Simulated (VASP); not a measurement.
# Ta4GeIr (P6/mmm) in VASP: notebook

Ta4GeIr is run at these levels: PBE; tasks: single point, relaxation of cell and atoms.

Everything below comes from runs of VASP 6.6.1. Logs are shortened: lines on timing, memory, paths and dates and some standing lists are left out, and cuts for length are marked.

## (1) The cell of the first run

The structure is hexagonal, space group P6/mmm (No. 191). The conventional cell has a = 3.648 Å, b = 3.648 Å, c = 7.417 Å, α = 90.00°, β = 90.00°, γ = 120.00°. Ta (site symmetry 3m) has 3 Ta at 2.11 Å and 3 Ir at 2.76 Å within 2.8 Å. Ge (site symmetry 6/mmm) has 12 Ta at 2.85 Å and 6 Ge at 3.65 Å and 2 Ir at 3.71 Å within 3.8 Å. Within 3.6 Å of Ir (site symmetry 6/mmm) lie 12 Ta at 2.76 Å.

## (2) Single point, PBE

Contents of INCAR:

```
SYSTEM = Ta4GeIr
PREC     = Accurate       ! precision mode
ENCUT    = 520            ! plane-wave cutoff, eV
EDIFF    = 1E-6           ! SCF threshold, eV
ISMEAR   = 0              ! smearing method
SIGMA    = 0.1            ! smearing width, eV
LREAL    = .FALSE.        ! projectors in reciprocal space
LASPH    = .TRUE.         ! aspherical terms in the spheres
NELM     = 60             ! most SCF steps
ALGO     = Normal         ! electronic algorithm
ISIF     = 2              ! what is computed and relaxed
LWAVE    = .FALSE.        ! write WAVECAR
LCHARG   = .TRUE.         ! write CHGCAR
GGA      = PE             ! functional
LELF     = .TRUE.         ! ELF
LVHAR    = .TRUE.       
NBANDS   = 42             ! bands
```

Contents of KPOINTS:

```
Automatic mesh
0
G
  6 6 4
  0 0 0
```

Contents of POSCAR:

```
Ta4GeIr
1.0
    3.6484121500      0.0000000000      0.0000000000
   -1.8242060800      3.1596176100      0.0000000000
    0.0000000000      0.0000000000      7.4165435400
Ta Ge Ir
4 1 1
Direct
    0.3333333300      0.6666666700      0.7595900300
    0.3333333300      0.6666666700      0.2404099700
    0.6666666700      0.3333333300      0.7595900300
    0.6666666700      0.3333333300      0.2404099700
    0.0000000000      0.0000000000      0.5000000000
    0.0000000000      0.0000000000      0.0000000000
```

Potentials or basis: VASP PAW PBE potentials, release 64 (Ta_pv, Ge_d, Ir).

Run with:

```bash
> cat potpaw_PBE.64/Ta_pv/POTCAR potpaw_PBE.64/Ge_d/POTCAR potpaw_PBE.64/Ir/POTCAR > POTCAR
> mpirun -np 1 vasp_std > vasp.out
```

OUTCAR:

```text
SYSTEM = Ta4GeIr
   PREC = Accurate
   ENCUT = 520
   EDIFF = 1E-6
   ISMEAR = 0
   LREAL = .FALSE.
   LASPH = .TRUE.
   NELM = 60
   ISIF = 2
   GGA = PE

 ion  position               nearest neighbor table
   1  0.333  0.667  0.760-   3 2.11   3 2.11   3 2.11   6 2.76   6 2.76   6 2.76   5 2.85   5 2.85
                             5 2.85   2 3.57
   2  0.333  0.667  0.240-   4 2.11   4 2.11   4 2.11   6 2.76   6 2.76   6 2.76   5 2.85   5 2.85
                             5 2.85   1 3.57
   3  0.667  0.333  0.760-   1 2.11   1 2.11   1 2.11   6 2.76   6 2.76   6 2.76   5 2.85   5 2.85
                             5 2.85   4 3.57
   4  0.667  0.333  0.240-   2 2.11   2 2.11   2 2.11   6 2.76   6 2.76   6 2.76   5 2.85   5 2.85
                             5 2.85   3 3.57
   5  0.000  0.000  0.500-   1 2.85   2 2.85   3 2.85   4 2.85   3 2.85   4 2.85   1 2.85   2 2.85
                             3 2.85   4 2.85   1 2.85   2 2.85
   6  0.000  0.000  0.000-   1 2.76   2 2.76   3 2.76   4 2.76   3 2.76   4 2.76   1 2.76   2 2.76
                             3 2.76   4 2.76   1 2.76   2 2.76

  LATTYP: Found a hexagonal cell.
 ALAT       =     3.6484121500
 C/A-ratio  =     2.0328140668

  Lattice vectors:

 A1 = (   3.6484121500,   0.0000000000,   0.0000000000)
 A2 = (  -1.8242060800,   3.1596176100,   0.0000000000)
 A3 = (   0.0000000000,   0.0000000000,   7.4165435400)

Analysis of symmetry for initial positions (statically):
=====================================================================
 Subroutine PRICEL returns:
 Original cell was already a primitive cell.

 Routine SETGRP: Setting up the symmetry group for a
 hexagonal supercell.

 Subroutine GETGRP returns: Found 24 space group operations
 (whereof 24 operations were pure point group operations)
 out of a pool of 24 trial point group operations.

The static configuration has the point symmetry D_6h.

Analysis of symmetry for dynamics (positions and initial velocities):
=====================================================================
 Subroutine PRICEL returns:
 Original cell was already a primitive cell.

 Routine SETGRP: Setting up the symmetry group for a
 hexagonal supercell.

 Subroutine GETGRP returns: Found 24 space group operations
 (whereof 24 operations were pure point group operations)
 out of a pool of 24 trial point group operations.

The dynamic configuration has the point symmetry D_6h.

 Subroutine INISYM returns: Found 24 space group operations
 (whereof 24 operations are pure point group operations),
 and found     1 'primitive' translations

----------------------------------------------------------------------------------------

                                     Primitive cell

  volume of cell :      85.4949

  direct lattice vectors                    reciprocal lattice vectors
     3.648412150  0.000000000  0.000000000     0.274091840  0.158246998  0.000000000
    -1.824206080  3.159617610  0.000000000     0.000000000  0.316493995  0.000000000
     0.000000000  0.000000000  7.416543540     0.000000000  0.000000000  0.134833699

  length of vectors
     3.648412150  3.648412157  7.416543540     0.316493996  0.316493995  0.134833699

  position of ions in fractional coordinates (direct lattice)
     0.333333330  0.666666670  0.759590030
     0.333333330  0.666666670  0.240409970
     0.666666670  0.333333330  0.759590030
     0.666666670  0.333333330  0.240409970
     0.000000000  0.000000000  0.500000000
     0.000000000  0.000000000  0.000000000

  ion indices of the primitive-cell ions
   primitive index   ion index
                 1           1
                 2           2
                 3           3
                 4           4
                 5           5
                 6           6

----------------------------------------------------------------------------------------

 KPOINTS: Automatic mesh

Automatic generation of k-mesh.
 Grid dimensions read from file:
 generate k-points for:    6    6    4

 Generating k-lattice:

  Cartesian coordinates                     Fractional coordinates (reciprocal lattice)
     0.045681973  0.026374500  0.000000000     0.166666667  0.000000000  0.000000000
     0.000000000  0.052748999  0.000000000     0.000000000  0.166666667  0.000000000
     0.000000000  0.000000000  0.033708425     0.000000000  0.000000000  0.250000000

  Length of vectors
     0.052748999  0.052748999  0.033708425

  Shift w.r.t. Gamma in fractional coordinates (k-lattice)
     0.000000000  0.000000000  0.000000000

 Subroutine IBZKPT returns following result:
 ===========================================

 Found     21 irreducible k-points:

 Following reciprocal coordinates:
            Coordinates               Weight
  0.000000  0.000000  0.000000      1.000000
  0.166667  0.000000  0.000000      6.000000
  0.333333  0.000000  0.000000      6.000000
  0.500000 -0.000000  0.000000      3.000000
  0.166667  0.166667  0.000000      6.000000
  0.333333  0.166667  0.000000     12.000000
[... 13 lines left out ...]
  0.333333  0.166667  0.500000     12.000000
  0.333333  0.333333  0.500000      2.000000
   k-points           NKPTS =     21   k-points in BZ     NKDIM =     21   number of bands    NBANDS=     42
   number of dos      NEDOS =    301   number of ions     NIONS =      6
   total plane-waves  NPLWV =  43904
   dimension x,y,z NGX =    28 NGY =   28 NGZ =   56
   dimension x,y,z NGXF=    56 NGYF=   56 NGZF=  112
   ions per type =               4   1   1
   NGX,Y,Z   is equivalent  to a cutoff of  12.76, 12.76, 12.55 a.u.
   NGXF,Y,Z  is equivalent  to a cutoff of  25.52, 25.52, 25.11 a.u.
 SYSTEM =  Ta4GeIr
   PREC   = accura    normal or accurate (medium, high low for compatibility)
   ISTART =      0    job   : 0-new  1-cont  2-samecut
   ICHARG =      2    charge: 1-file 2-atom 10-const
   ISPIN  =      1    spin polarized calculation?
   LNONCOLLINEAR =      F non collinear calculations
   LSORBIT =      F    spin-orbit coupling
   LASPH  =      T    aspherical Exc in radial PAW
   ENCUT  =  520.0 eV  38.22 Ry    6.18 a.u.   6.78  6.78 13.79*2*pi/ulx,y,z
   NELM   =     60;   NELMIN=  2; NELMDL= -5     # of ELM steps
   EDIFF  = 0.1E-05   stopping-criterion for ELM
   LREAL  =      F    real-space projection
   EDIFFG = 0.1E-04   stopping-criterion for IOM
   NSW    =      0    number of steps for IOM
   IBRION =     -1    ionic relax: 0-MD 1-quasi-New 2-CG
   NFREE  =      0    steps in history (QN), initial steepest desc. (CG)
   ISIF   =      2    stress and relaxation
   ISYM   =      2    0-nonsym 1-usesym 2-fastsym
   POTIM  = 0.5000    time-step for ionic-motion
   TEBEG  =    0.0;   TEEND  =   0.0 temperature during run
   PSTRESS=    0.0 pullay stress
   NELECT =      67.0000    total number of electrons
   NUPDOWN=      -1.0000    fix difference up-down
   EMIN   =  10.00;   EMAX   =-10.00  energy-range for DOS
   EFERMI =   0.00;   METHOD = LEGACY
   ISMEAR =     0;   SIGMA  =   0.10  broadening in eV -4-tet -1-fermi 0-gaus
   EFERMI_NEDOS =   21; number of points for ismear=-14 and -15
   IALGO  =     38    algorithm
   IMIX   =      4    mixing-type and parameters
     AMIX     =   0.40;   BMIX     =  1.00
     AMIX_MAG =   1.60;   BMIX_MAG =  1.00
  volume/ion in A,a.u.               =      14.25        96.16
  Fermi-wavevector in a.u.,A,eV,Ry     =   1.509338  2.852235 30.995439  2.278101
  Thomas-Fermi vector in A             =   2.619673
   LORBIT       =      0    0 simple, 1 ext, 2 COOP (PROOUT), +10 PAW based schemes
   GGA     = PE    functional components
   LHFCALC =     F    Hartree Fock is set to
   AEXX    =    0.0000 exact exchange contribution
   IVDW    =     0    specifies the selected vdW correction
   LEPSILON=     F    determine dielectric tensor
   LRPA    =     F    only Hartree local field effects (RPA)
 non-spin polarized calculation
 Gauss-broadening in eV      SIGMA  =   0.10
  energy-cutoff  :      520.00
  volume of cell :       85.49
 maximum number of plane-waves:      2322
 NGX is ok and might be reduce to    28
   NGX = 13   NGY = 13   NGZ = 27

 number of electron      66.9999993 magnetization

 Free energy of the ion-electron system (eV)
  ---------------------------------------------------
  ext. energy  EPLUGINS =         0.00000000
  ---------------------------------------------------
  free energy    TOTEN  =       -40.66515579 eV

  energy without entropy =      -40.64475003  energy(sigma->0) =      -40.65495291

 E-fermi :   8.6264     XC(G=0): -13.4796

 val. band max:        8.5926849996   @ k =   0.3333   0.0000   0.5000
 cond. band min:       8.6276232141   @ k =   0.5000  -0.0000   0.2500
 fundamental gap:      0.0349382146
 Fermi energy:         8.6264391070

 k-point     1 :       0.0000    0.0000    0.0000
  band No.  band energies     occupation
      1     -28.4588      2.00000
      2     -28.4588      2.00000
      3     -28.4506      2.00000
      4     -28.4506      2.00000
      5     -26.2648      2.00000
      6     -26.1523      2.00000
[... 34 lines left out ...]
     41      12.0727      0.00000
     42      12.0967      0.00000

 k-point     2 :       0.1667    0.0000    0.0000
  band No.  band energies     occupation
      1     -28.5787      2.00000
      2     -28.5731      2.00000
      3     -28.2241      2.00000
      4     -28.2180      2.00000
      5     -26.1539      2.00000
      6     -26.0512      2.00000
[... 34 lines left out ...]
     41      12.4541      0.00000
     42      13.1015      0.00000

 k-point     3 :       0.3333    0.0000    0.0000
  band No.  band energies     occupation
      1     -28.7957      2.00000
      2     -28.7946      2.00000
      3     -27.6847      2.00000
      4     -27.6744      2.00000
      5     -25.8647      2.00000
      6     -25.7840      2.00000
[... 762 lines left out ...]
      4     -27.0343      2.00000
      5     -25.6061      2.00000
      6     -25.5878      2.00000
[... 34 lines left out ...]
     41      12.7055      0.00000
     42      13.8626      0.00000

 k-point    21 :       0.3333    0.3333    0.5000
  band No.  band energies     occupation
      1     -29.1593      2.00000
      2     -29.1475      2.00000
      3     -25.9240      2.00000
      4     -25.9240      2.00000
      5     -25.9202      2.00000
      6     -25.9202      2.00000
[... 34 lines left out ...]
     41      13.4419      0.00000
     42      13.4419      0.00000

------------------------ aborting loop because EDIFF is reached ----------------------------------------

  FORCE on cell =-STRESS in cart. coord.  units (eV):
  Direction    XX          YY          ZZ          XY          YZ          ZX
  --------------------------------------------------------------------------------------
  -------------------------------------------------------------------------------------
  Total       86.9296445     86.9296447      5.9707656     -0.0000001      0.0000000      0.0000000
  in kB     1629.0653869   1629.0653916    111.8924113     -0.0000026      0.0000000      0.0000000
  external PRESSURE =    1123.3410633 kB  Pullay stress =       0.0000000 kB

 VOLUME and BASIS-vectors are now :
 -----------------------------------------------------------------------------
  energy-cutoff  :      520.00
  volume of cell :       85.49
      direct lattice vectors                 reciprocal lattice vectors
     3.648412150  0.000000000  0.000000000     0.274091840  0.158246998  0.000000000
    -1.824206080  3.159617610  0.000000000     0.000000000  0.316493995  0.000000000
     0.000000000  0.000000000  7.416543540     0.000000000  0.000000000  0.134833699

 POSITION                                       TOTAL-FORCE (eV/Angst)
 -----------------------------------------------------------------------------------
     -0.00000      2.10641      5.63353        -0.000000     -0.000000     -0.323677
     -0.00000      2.10641      1.78301        -0.000000     -0.000000      0.323677
      1.82421      1.05321      5.63353         0.000000      0.000000     -0.323677
      1.82421      1.05321      1.78301         0.000000     -0.000000      0.323677
      0.00000      0.00000      3.70827         0.000000      0.000000      0.000000
      0.00000      0.00000      0.00000         0.000000      0.000000      0.000000
 -----------------------------------------------------------------------------------
    total drift:                               -0.000000     -0.000000      0.000000

  FREE ENERGIE OF THE ION-ELECTRON SYSTEM (eV)
  ---------------------------------------------------
  free  energy   TOTEN  =       -40.6651557929 eV

  energy  without entropy=      -40.6447500270  energy(sigma->0) =      -40.65495291
```

Wall time 67 s (1 thread of Intel Xeon 6975P-C (Granite Rapids), shared host); peak memory 0.24 GiB.

Results:

```yaml
Free_energy: -40.6652 eV
Pressure: 112.3 GPa
Largest_force: 0.324 eV/Å
```

Forces in eV/Å, atoms in the order of the input:
```
Ta   0.000  0.000 -0.324
Ta   0.000  0.000  0.324
Ta   0.000  0.000 -0.324
Ta   0.000  0.000  0.324
Ge   0.000  0.000  0.000
Ir   0.000  0.000  0.000
```

Caveat: spin-orbit coupling is left out, which moves the levels of the heavy elements.

## (3) Single point, PBE

This run uses another cell than the first one, of 17.37 Å³/atom, 1.219 times its volume.

Contents of INCAR:

```
PREC = Accurate
ENCUT = 520
EDIFF = 1E-6
ISMEAR = 0
SIGMA = 0.1
LREAL = F
LASPH = T
NELM = 80
ALGO = Normal
ISIF = 2
LWAVE = F
LCHARG = F
GGA = PE
NBANDS = 42
```

Contents of KPOINTS:

```
Automatic mesh
0
Gamma
  6 6 4
```

Contents of POSCAR:

```
Ta4GeIr
1.0
    4.7167454591      0.0000000037      0.0000000000
   -2.3583727328      4.0848213889      0.0000000000
    0.0000000000      0.0000000000      5.4103806513
Ta Ge Ir
4 1 1
Direct
    0.3333333333      0.6666666667      0.7522623544
    0.3333333333      0.6666666667      0.2477376456
    0.6666666667      0.3333333333      0.7522623544
    0.6666666667      0.3333333333      0.2477376456
    0.0000000000      0.0000000000      0.5000000000
    0.0000000000      0.0000000000      0.0000000000
```

Potentials or basis: VASP PAW PBE potentials, release 64 (Ta_pv, Ge_d, Ir).

Run with:

```bash
> cat potpaw_PBE.64/Ta_pv/POTCAR potpaw_PBE.64/Ge_d/POTCAR potpaw_PBE.64/Ir/POTCAR > POTCAR
> mpirun -np 1 vasp_std > vasp.out
```

OUTCAR:

```text
PREC = Accurate
   ENCUT = 520
   EDIFF = 1E-6
   ISMEAR = 0
   LREAL = F
   LASPH = T
   NELM = 80
   ISIF = 2
   GGA = PE

 ion  position               nearest neighbor table
   1  0.333  0.667  0.752-   2 2.68   3 2.72   3 2.72   3 2.72   2 2.73   6 3.04   6 3.04   6 3.04
                             5 3.05   5 3.05   5 3.05
   2  0.333  0.667  0.248-   1 2.68   4 2.72   4 2.72   4 2.72   1 2.73   6 3.04   6 3.04   6 3.04
                             5 3.05   5 3.05   5 3.05
   3  0.667  0.333  0.752-   4 2.68   1 2.72   1 2.72   1 2.72   4 2.73   6 3.04   6 3.04   6 3.04
                             5 3.05   5 3.05   5 3.05
   4  0.667  0.333  0.248-   3 2.68   2 2.72   2 2.72   2 2.72   3 2.73   6 3.04   6 3.04   6 3.04
                             5 3.05   5 3.05   5 3.05
[... 1152 lines left out ...]
  Total       -0.1032273     -0.1032273     -0.0062331      0.0000000      0.0000000     -0.0000000
  in kB       -1.5865788     -1.5865788     -0.0958014      0.0000000      0.0000000     -0.0000000
  external PRESSURE =      -1.0896530 kB  Pullay stress =       0.0000000 kB

 VOLUME and BASIS-vectors are now :
 -----------------------------------------------------------------------------
  energy-cutoff  :      520.00
  volume of cell :      104.24
      direct lattice vectors                 reciprocal lattice vectors
     4.716745459  0.000000004  0.000000000     0.212010593  0.122404373  0.000000000
    -2.358372733  4.084821389  0.000000000    -0.000000000  0.244808745  0.000000000
     0.000000000  0.000000000  5.410380651     0.000000000  0.000000000  0.184829879

 POSITION                                       TOTAL-FORCE (eV/Angst)
 -----------------------------------------------------------------------------------
     -0.00000      2.72321      4.07003        -0.000000      0.000000      0.000734
     -0.00000      2.72321      1.34035        -0.000000     -0.000000     -0.000734
      2.35837      1.36161      4.07003         0.000000      0.000000      0.000734
      2.35837      1.36161      1.34035         0.000000      0.000000     -0.000734
      0.00000      0.00000      2.70519         0.000000     -0.000000      0.000000
      0.00000      0.00000      0.00000         0.000000     -0.000000      0.000000
 -----------------------------------------------------------------------------------
    total drift:                               -0.000000     -0.000000      0.000000

  FREE ENERGIE OF THE ION-ELECTRON SYSTEM (eV)
  ---------------------------------------------------
  free  energy   TOTEN  =       -59.0187205370 eV

  energy  without entropy=      -58.9721634897  energy(sigma->0) =      -58.99544201
```

It took 57 s on 1 thread of Intel Xeon 6975P-C (Granite Rapids), shared host; peak memory 0.27 GiB.

What came out:

```
Free energy : -59.0187 eV
Pressure    : -0.1 GPa
```

Caveat: spin-orbit coupling is left out, which moves the levels of the heavy elements.

[end of part 1 of 2]
